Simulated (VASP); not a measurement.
# ScGa3 in VASP: notebook

Runs on ScGa3. Level: LDA. Tasks: single point.

Everything below comes from runs of VASP 6.6.1. Logs are shortened: lines on timing, memory, paths and dates and some standing lists are left out, and cuts for length are marked.

### Step 1. The cell of the first run

It takes space group Pm-3m (No. 221, cubic). Conventional cell: a = 4.122 Å, b = 4.122 Å, c = 4.122 Å, α = 90.00°, β = 90.00°, γ = 90.00°. Within 3.8 Å of Sc (site symmetry m-3m) lie 12 Ga at 2.91 Å. Within 3.8 Å of Ga (site symmetry 4/mmm) lie 4 Sc at 2.91 Å and 8 Ga at 2.91 Å.

### Step 2. Single point, LDA (17.51 Å³/atom)

Contents of INCAR:

```
SYSTEM = ScGa3
PREC     = Accurate       ! precision mode
ENCUT    = 520            ! plane-wave cutoff, eV
EDIFF    = 1E-7           ! SCF threshold, eV
ISMEAR   = -1             ! smearing method
SIGMA    = 0.05           ! smearing width, eV
LREAL    = .FALSE.        ! projectors in reciprocal space
LASPH    = .TRUE.         ! aspherical terms in the spheres
NELM     = 60             ! most SCF steps
ALGO     = Normal         ! electronic algorithm
ISIF     = 2              ! what is computed and relaxed
LWAVE    = .FALSE.        ! write WAVECAR
LCHARG   = .TRUE.         ! write CHGCAR
GGA      = CA             ! functional
LELF     = .TRUE.         ! ELF
LVHAR    = .TRUE.       
NBANDS   = 33             ! bands
```

Contents of KPOINTS:

```
regular mesh
0
G
  9 9 9
  0 0 0
```

Contents of POSCAR:

```
ScGa3
1.0
    4.1221199956      0.0000000000      0.0000000000
    0.0000000000      4.1221199956      0.0000000000
    0.0000000000      0.0000000000      4.1221199956
Sc Ga
1 3
Direct
    0.0000000000      0.0000000000      0.0000000000
    0.0000000000      0.5000000000      0.5000000000
    0.5000000000      0.0000000000      0.5000000000
    0.5000000000      0.5000000000      0.0000000000
```

Potentials or basis: VASP PAW LDA potentials, release 64 (Sc_sv, Ga_d).

Run with:

```sh
$ cat potpaw_LDA.64/Sc_sv/POTCAR potpaw_LDA.64/Ga_d/POTCAR > POTCAR
$ mpirun -np 1 vasp_std > vasp.out
```

OUTCAR:

```text
SYSTEM = ScGa3
   PREC = Accurate
   ENCUT = 520
   EDIFF = 1E-7
   ISMEAR = -1
   LREAL = .FALSE.
   LASPH = .TRUE.
   NELM = 60
   ISIF = 2
   GGA = CA

 ion  position               nearest neighbor table
   1  0.000  0.000  0.000-   2 2.91   3 2.91   4 2.91   2 2.91   3 2.91   2 2.91   4 2.91   2 2.91
                             3 2.91   4 2.91   3 2.91   4 2.91
   2  0.000  0.500  0.500-   1 2.91   3 2.91   4 2.91   1 2.91   4 2.91   1 2.91   3 2.91   1 2.91
                             3 2.91   4 2.91   4 2.91   3 2.91
   3  0.500  0.000  0.500-   1 2.91   2 2.91   4 2.91   1 2.91   4 2.91   2 2.91   4 2.91   4 2.91
                             1 2.91   2 2.91   1 2.91   2 2.91
   4  0.500  0.500  0.000-   1 2.91   2 2.91   3 2.91   2 2.91   3 2.91   1 2.91   3 2.91   3 2.91
                             1 2.91   2 2.91   2 2.91   1 2.91

  LATTYP: Found a simple cubic cell.
 ALAT       =     4.1221199956

  Lattice vectors:

 A1 = (   4.1221199956,   0.0000000000,   0.0000000000)
 A2 = (   0.0000000000,   4.1221199956,   0.0000000000)
 A3 = (   0.0000000000,   0.0000000000,   4.1221199956)

Analysis of symmetry for initial positions (statically):
=====================================================================
 Subroutine PRICEL returns:
 Original cell was already a primitive cell.

 Routine SETGRP: Setting up the symmetry group for a
 simple cubic supercell.

 Subroutine GETGRP returns: Found 48 space group operations
 (whereof 48 operations were pure point group operations)
 out of a pool of 48 trial point group operations.

The static configuration has the point symmetry O_h .

Analysis of symmetry for dynamics (positions and initial velocities):
=====================================================================
 Subroutine PRICEL returns:
 Original cell was already a primitive cell.

 Routine SETGRP: Setting up the symmetry group for a
 simple cubic supercell.

 Subroutine GETGRP returns: Found 48 space group operations
 (whereof 48 operations were pure point group operations)
 out of a pool of 48 trial point group operations.

The dynamic configuration has the point symmetry O_h .

 Subroutine INISYM returns: Found 48 space group operations
 (whereof 48 operations are pure point group operations),
 and found     1 'primitive' translations

----------------------------------------------------------------------------------------

                                     Primitive cell

  volume of cell :      70.0425

  direct lattice vectors                    reciprocal lattice vectors
     4.122119996  0.000000000  0.000000000     0.242593617  0.000000000  0.000000000
     0.000000000  4.122119996  0.000000000     0.000000000  0.242593617  0.000000000
     0.000000000  0.000000000  4.122119996     0.000000000  0.000000000  0.242593617

  length of vectors
     4.122119996  4.122119996  4.122119996     0.242593617  0.242593617  0.242593617

  position of ions in fractional coordinates (direct lattice)
     0.000000000  0.000000000  0.000000000
     0.000000000  0.500000000  0.500000000
     0.500000000  0.000000000  0.500000000
     0.500000000  0.500000000  0.000000000

  ion indices of the primitive-cell ions
   primitive index   ion index
                 1           1
                 2           2
                 3           3
                 4           4

----------------------------------------------------------------------------------------

 KPOINTS: regular mesh

Automatic generation of k-mesh.
 Grid dimensions read from file:
 generate k-points for:    9    9    9

 Generating k-lattice:

  Cartesian coordinates                     Fractional coordinates (reciprocal lattice)
     0.026954846  0.000000000  0.000000000     0.111111111  0.000000000  0.000000000
     0.000000000  0.026954846  0.000000000     0.000000000  0.111111111  0.000000000
     0.000000000  0.000000000  0.026954846     0.000000000  0.000000000  0.111111111

  Length of vectors
     0.026954846  0.026954846  0.026954846

  Shift w.r.t. Gamma in fractional coordinates (k-lattice)
     0.000000000  0.000000000  0.000000000

 Subroutine IBZKPT returns following result:
 ===========================================

 Found     35 irreducible k-points:

 Following reciprocal coordinates:
            Coordinates               Weight
  0.000000  0.000000  0.000000      1.000000
  0.111111  0.000000  0.000000      6.000000
  0.222222  0.000000  0.000000      6.000000
  0.333333  0.000000  0.000000      6.000000
  0.444444  0.000000  0.000000      6.000000
  0.111111  0.111111  0.000000     12.000000
[... 16 lines left out ...]
  0.333333  0.333333  0.111111     24.000000
  0.444444  0.333333  0.111111     48.000000
 [... further k-points ...]
   k-points           NKPTS =     35   k-points in BZ     NKDIM =     35   number of bands    NBANDS=     33
   number of dos      NEDOS =    301   number of ions     NIONS =      4
   total plane-waves  NPLWV =  32768
   dimension x,y,z NGX =    32 NGY =   32 NGZ =   32
   dimension x,y,z NGXF=    64 NGYF=   64 NGZF=   64
   ions per type =               1   3
   NGX,Y,Z   is equivalent  to a cutoff of  12.91, 12.91, 12.91 a.u.
   NGXF,Y,Z  is equivalent  to a cutoff of  25.81, 25.81, 25.81 a.u.
 SYSTEM =  ScGa3
   PREC   = accura    normal or accurate (medium, high low for compatibility)
   ISTART =      0    job   : 0-new  1-cont  2-samecut
   ICHARG =      2    charge: 1-file 2-atom 10-const
   ISPIN  =      1    spin polarized calculation?
   LNONCOLLINEAR =      F non collinear calculations
   LSORBIT =      F    spin-orbit coupling
   LASPH  =      T    aspherical Exc in radial PAW
   ENCUT  =  520.0 eV  38.22 Ry    6.18 a.u.   7.66  7.66  7.66*2*pi/ulx,y,z
   NELM   =     60;   NELMIN=  2; NELMDL= -5     # of ELM steps
   EDIFF  = 0.1E-06   stopping-criterion for ELM
   LREAL  =      F    real-space projection
   EDIFFG = 0.1E-05   stopping-criterion for IOM
   NSW    =      0    number of steps for IOM
   IBRION =     -1    ionic relax: 0-MD 1-quasi-New 2-CG
   NFREE  =      0    steps in history (QN), initial steepest desc. (CG)
   ISIF   =      2    stress and relaxation
   ISYM   =      2    0-nonsym 1-usesym 2-fastsym
   POTIM  = 0.5000    time-step for ionic-motion
   TEBEG  =    0.0;   TEEND  =   0.0 temperature during run
   PSTRESS=    0.0 pullay stress
   NELECT =      50.0000    total number of electrons
   NUPDOWN=      -1.0000    fix difference up-down
   EMIN   =  10.00;   EMAX   =-10.00  energy-range for DOS
   EFERMI =   0.00;   METHOD = LEGACY
   ISMEAR =    -1;   SIGMA  =   0.05  broadening in eV -4-tet -1-fermi 0-gaus
   EFERMI_NEDOS =   21; number of points for ismear=-14 and -15
   IALGO  =     38    algorithm
   IMIX   =      4    mixing-type and parameters
     AMIX     =   0.40;   BMIX     =  1.00
     AMIX_MAG =   1.60;   BMIX_MAG =  1.00
  volume/ion in A,a.u.               =      17.51       118.17
  Fermi-wavevector in a.u.,A,eV,Ry     =   1.463112  2.764881 29.125942  2.140696
  Thomas-Fermi vector in A             =   2.579245
   LORBIT       =      0    0 simple, 1 ext, 2 COOP (PROOUT), +10 PAW based schemes
   GGA     = CA    functional components
   LHFCALC =     F    Hartree Fock is set to
   AEXX    =    0.0000 exact exchange contribution
   IVDW    =     0    specifies the selected vdW correction
   LEPSILON=     F    determine dielectric tensor
   LRPA    =     F    only Hartree local field effects (RPA)
 non-spin polarized calculation
  energy-cutoff  :      520.00
  volume of cell :       70.04
 maximum number of plane-waves:      1900
 NGX is ok and might be reduce to    32
   NGX = 15   NGY = 15   NGZ = 15

 number of electron      49.9999979 magnetization

 Free energy of the ion-electron system (eV)
  ---------------------------------------------------
  ext. energy  EPLUGINS =         0.00000000
  ---------------------------------------------------
  free energy    TOTEN  =       -19.70813730 eV

  energy without entropy =      -19.69900740  energy(sigma->0) =      -19.70357235

 E-fermi :   5.9972     XC(G=0): -11.7048

 val. band max:        5.9644868695   @ k =   0.3333   0.3333   0.0000
 cond. band min:       6.0586331082   @ k =   0.2222   0.2222   0.1111
 fundamental gap:      0.0941462387
 Fermi energy:         5.9972237561

 k-point     1 :       0.0000    0.0000    0.0000
  band No.  band energies     occupation
      1     -42.7993      2.00000
      2     -21.8118      2.00000
      3     -21.8118      2.00000
      4     -21.8118      2.00000
      5      -9.1767      2.00000
      6      -9.1539      2.00000
[... 25 lines left out ...]
     32      10.8949      0.00000
     33      10.8949      0.00000

 k-point     2 :       0.1111    0.0000    0.0000
  band No.  band energies     occupation
      1     -42.7991      2.00000
      2     -21.8154      2.00000
      3     -21.8117      2.00000
      4     -21.8117      2.00000
      5      -9.1668      2.00000
      6      -9.1510      2.00000
[... 25 lines left out ...]
     32      11.0306      0.00000
     33      11.0320      0.00000

 k-point     3 :       0.2222    0.0000    0.0000
  band No.  band energies     occupation
      1     -42.7988      2.00000
      2     -21.8244      2.00000
      3     -21.8113      2.00000
      4     -21.8113      2.00000
      5      -9.1435      2.00000
      6      -9.1396      2.00000
[... 25 lines left out ...]
     32      11.0031      0.00000
     33      11.0031      0.00000

 k-point     4 :       0.3333    0.0000    0.0000
  band No.  band energies     occupation
      1     -42.7984      2.00000
      2     -21.8346      2.00000
      3     -21.8109      2.00000
      4     -21.8109      2.00000
      5      -9.1343      2.00000
      6      -9.1026      2.00000
[... 25 lines left out ...]
     32      10.4298      0.00000
     33      10.6472      0.00000

 k-point     5 :       0.4444    0.0000    0.0000
  band No.  band energies     occupation
      1     -42.7981      2.00000
      2     -21.8412      2.00000
      3     -21.8107      2.00000
      4     -21.8107      2.00000
      5      -9.1279      2.00000
      6      -9.0719      2.00000
[... 604 lines left out ...]
 k-point    22 :       0.4444    0.2222    0.1111
  band No.  band energies     occupation
      1     -42.7975      2.00000
      2     -21.8387      2.00000
      3     -21.8215      2.00000
      4     -21.8131      2.00000
      5      -9.0943      2.00000
      6      -9.0499      2.00000
[... 25 lines left out ...]
     32      11.1925      0.00000
     33      11.4574      0.00000

 k-point    23 :       0.3333    0.3333    0.1111
  band No.  band energies     occupation
      1     -42.7974      2.00000
      2     -21.8319      2.00000
      3     -21.8305      2.00000
      4     -21.8129      2.00000
      5      -9.0883      2.00000
      6      -9.0568      2.00000
[... 25 lines left out ...]
     32      10.0524      0.00000
     33      12.2661      0.00000

 k-point    24 :       0.4444    0.3333    0.1111
  band No.  band energies     occupation
      1     -42.7972      2.00000
      2     -21.8371      2.00000
      3     -21.8303      2.00000
      4     -21.8126      2.00000
      5      -9.0689      2.00000
      6      -9.0417      2.00000
[... 25 lines left out ...]
     32      10.6722      0.00000
     33      11.7253      0.00000

 [... further k-points ...]

------------------------ aborting loop because EDIFF is reached ----------------------------------------

  FORCE on cell =-STRESS in cart. coord.  units (eV):
  Direction    XX          YY          ZZ          XY          YZ          ZX
  --------------------------------------------------------------------------------------
  -------------------------------------------------------------------------------------
  Total       -2.8574402     -2.8574402     -2.8574402     -0.0000000      0.0000000     -0.0000000
  in kB      -65.3620775    -65.3620775    -65.3620775     -0.0000000      0.0000000     -0.0000000
  external PRESSURE =     -65.3620775 kB  Pullay stress =       0.0000000 kB

 VOLUME and BASIS-vectors are now :
 -----------------------------------------------------------------------------
  energy-cutoff  :      520.00
  volume of cell :       70.04
      direct lattice vectors                 reciprocal lattice vectors
     4.122119996  0.000000000  0.000000000     0.242593617  0.000000000  0.000000000
     0.000000000  4.122119996  0.000000000     0.000000000  0.242593617  0.000000000
     0.000000000  0.000000000  4.122119996     0.000000000  0.000000000  0.242593617

 POSITION                                       TOTAL-FORCE (eV/Angst)
 -----------------------------------------------------------------------------------
      0.00000      0.00000      0.00000         0.000000      0.000000      0.000000
      0.00000      2.06106      2.06106         0.000000      0.000000      0.000000
      2.06106      0.00000      2.06106         0.000000      0.000000      0.000000
      2.06106      2.06106      0.00000         0.000000      0.000000      0.000000
 -----------------------------------------------------------------------------------
    total drift:                                0.000000     -0.000000     -0.000000

  FREE ENERGIE OF THE ION-ELECTRON SYSTEM (eV)
  ---------------------------------------------------
  free  energy   TOTEN  =       -19.7081373032 eV

  energy  without entropy=      -19.6990073987  energy(sigma->0) =      -19.70357235
```

Wall time 47 s (1 thread of Intel Xeon Platinum 8488C (Sapphire Rapids), shared host); peak memory 0.19 GiB.

Results:

| Quantity | Value |
| --- | --- |
| Free energy | -19.7081 eV |
| Pressure | -6.5 GPa |
| Band gap on the k mesh | zero (bands 25 and 26 overlap by 3.11 eV) |

Caveat: the cell stands under tension.

### Step 3. Single point, LDA (18.20 Å³/atom)

This run uses another cell than the first one, of 18.20 Å³/atom.

Contents of INCAR:

```
PREC = Accurate
ENCUT = 520
EDIFF = 1E-6
ISMEAR = -1
SIGMA = 0.05
LREAL = F
LASPH = T
NELM = 60
ALGO = Normal
ISIF = 2
LWAVE = F
LCHARG = F
NBANDS = 33
```

Contents of KPOINTS:

```
Automatic mesh
0
Gamma
  9 9 9
```

Contents of POSCAR:

```
ScGa3
1.0
    4.1753145078      0.0000000000      0.0000000000
    0.0000000000      4.1753145078      0.0000000000
    0.0000000000      0.0000000000      4.1753145078
Sc Ga
1 3
Direct
    0.0000000000      0.0000000000      0.0000000000
    0.0000000000      0.5000000000      0.5000000000
    0.5000000000      0.0000000000      0.5000000000
    0.5000000000      0.5000000000      0.0000000000
```

Potentials or basis: VASP PAW LDA potentials, release 64 (Sc_sv, Ga_d).

Run with:

```sh
$ cat potpaw_LDA.64/Sc_sv/POTCAR potpaw_LDA.64/Ga_d/POTCAR > POTCAR
$ mpirun -np 1 vasp_std > vasp.out
```

Run time: 38 s. Hardware: 1 thread of Intel Xeon Platinum 8488C (Sapphire Rapids), shared host; peak memory 0.19 GiB.

It converged, with:

| Item | Value |
| --- | --- |
| Free energy | -19.5772 eV |
| Pressure | -8.7 GPa |
| Band gap on the k mesh | zero (bands 25 and 26 overlap by 3.03 eV) |

Levels at points of the mesh, in eV from the Fermi level:
```tsv
k point	band 23	band 24	band 25	band 26	band 27	band 28
(0.00, 0.00, 0.00)	-1.78	-1.78	-1.78	1.61	1.61	1.61
```

Caveat: the cell stands under tension.

### Step 4. Single point, LDA (equal xy, yz and zx shear strains of -1 %)

Contents of INCAR:

```
PREC = Accurate
ENCUT = 520
EDIFF = 1E-6
ISMEAR = -1
SIGMA = 0.05
LREAL = False
LASPH = True
NELM = 60
ALGO = Normal
ISIF = 2
LWAVE = False
LCHARG = True
GGA = CA
LELF = True
LVHAR = True
NBANDS = 33
```

Contents of KPOINTS:

```
regular mesh
0
Gamma
  9 9 9
```

Contents of POSCAR:

```
ScGa3
1.0
    4.0950000000     -0.0204750000     -0.0204750000
   -0.0204750000      4.0950000000     -0.0204750000
   -0.0204750000     -0.0204750000      4.0950000000
Sc Ga
1 3
Direct
    0.0000000000      0.0000000000      0.0000000000
    0.0000000000      0.5000000000      0.5000000000
    0.5000000000      0.0000000000      0.5000000000
    0.5000000000      0.5000000000      0.0000000000
```

Run with:

```sh
$ cat potpaw_LDA.64/Sc_sv/POTCAR potpaw_LDA.64/Ga_d/POTCAR > POTCAR
$ mpirun -np 1 vasp_std > vasp.out
```

Run time: 2.7 min. Hardware: 1 thread of Intel Xeon Platinum 8559C (Emerald Rapids), shared host; peak memory 0.27 GiB.

The run converged. Its results:

| Property | Result |
| --- | --- |
| Free energy | -19.7564 eV |
| Pressure | -5.2 GPa |
| Band gap on the k mesh | zero (bands 25 and 26 overlap by 3.10 eV) |

Stress tensor (GPa, compression positive):
```
-5.20  0.38  0.38
 0.38 -5.20  0.38
 0.38  0.38 -5.20
```

Levels at points of the mesh, in eV from the Fermi level:
```
           k point  band 23  band 24  band 25  band 26  band 27  band 28
(0.00, 0.00, 0.00)    -1.94    -1.94    -1.86     1.69     1.69     1.69
```

Caveat: the cell differs from its parent crystal (equal xy, yz and zx shear strains of -1 %); the cell stands under tension.

### Step 5. Single point, LDA (equal xy, yz and zx shear strains of +1 %)

Contents of INCAR:

```
SYSTEM = ScGa3
PREC     = Accurate       ! precision mode
ENCUT    = 520            ! plane-wave cutoff, eV
EDIFF    = 1E-6           ! SCF threshold, eV
ISMEAR   = -1             ! smearing method
SIGMA    = 0.05           ! smearing width, eV
LREAL    = .FALSE.        ! projectors in reciprocal space
LASPH    = .TRUE.         ! aspherical terms in the spheres
NELM     = 60             ! most SCF steps
ALGO     = Normal         ! electronic algorithm
ISIF     = 2              ! what is computed and relaxed
LWAVE    = .FALSE.        ! write WAVECAR
LCHARG   = .TRUE.         ! write CHGCAR
LELF     = .TRUE.         ! ELF
LVHAR    = .TRUE.       
NBANDS   = 33             ! bands
```

Contents of KPOINTS:

```
Automatic mesh
0
G
  9 9 9
  0 0 0
```

Contents of POSCAR:

```
ScGa3
1.0
    4.0950000000      0.0204750000      0.0204750000
    0.0204750000      4.0950000000      0.0204750000
    0.0204750000      0.0204750000      4.0950000000
Sc Ga
1 3
Direct
    0.0000000000      0.0000000000      0.0000000000
    0.0000000000      0.5000000000      0.5000000000
    0.5000000000      0.0000000000      0.5000000000
    0.5000000000      0.5000000000      0.0000000000
```

Run with:

```sh
$ cat potpaw_LDA.64/Sc_sv/POTCAR potpaw_LDA.64/Ga_d/POTCAR > POTCAR
$ mpirun -np 1 vasp_std > vasp.out
```

Run time: 2.6 min. Hardware: 1 thread of Intel Xeon Platinum 8559C (Emerald Rapids), shared host; peak memory 0.26 GiB.

The run converged. Its results:

```
Free energy            : -19.7565 eV
Pressure               : -5.2 GPa
Band gap on the k mesh : zero (bands 25 and 26 overlap by 3.14 eV)
```

Stress tensor (GPa, compression positive):
```
-5.20 -0.36 -0.36
-0.36 -5.20 -0.36
-0.36 -0.36 -5.20
```

Levels at points of the mesh, in eV from the Fermi level:
```csv
k point,band 23,band 24,band 25,band 26,band 27,band 28
"(0.00, 0.00, 0.00)",-1.97,-1.88,-1.88,1.69,1.69,1.70
```

Caveat: the cell differs from its parent crystal (equal xy, yz and zx shear strains of +1 %); the cell stands under tension.

### Step 6. Summary

```tsv
cell	gap on the mesh (eV)	pressure (GPa)
a = 4.122 Å, 4 atoms	none	-6.5
a = 4.175 Å, 4 atoms	none	-8.7
a = 4.095 Å, angles 90.6°, 4 atoms	none	-5.2
a = 4.095 Å, angles 89.4°, 4 atoms	none	-5.2
```

Alike in all rows: task single point; level LDA; potentials or basis VASP PAW LDA potentials, release 64 (Sc_sv, Ga_d); no spin polarisation; k mesh 9 × 9 × 9; cutoff (eV) 520; smearing fermi-dirac 0.05 eV.

Caveats: the cell stands under tension.

Total energies depend on the potentials used, so only differences within one code and one set of settings carry meaning.
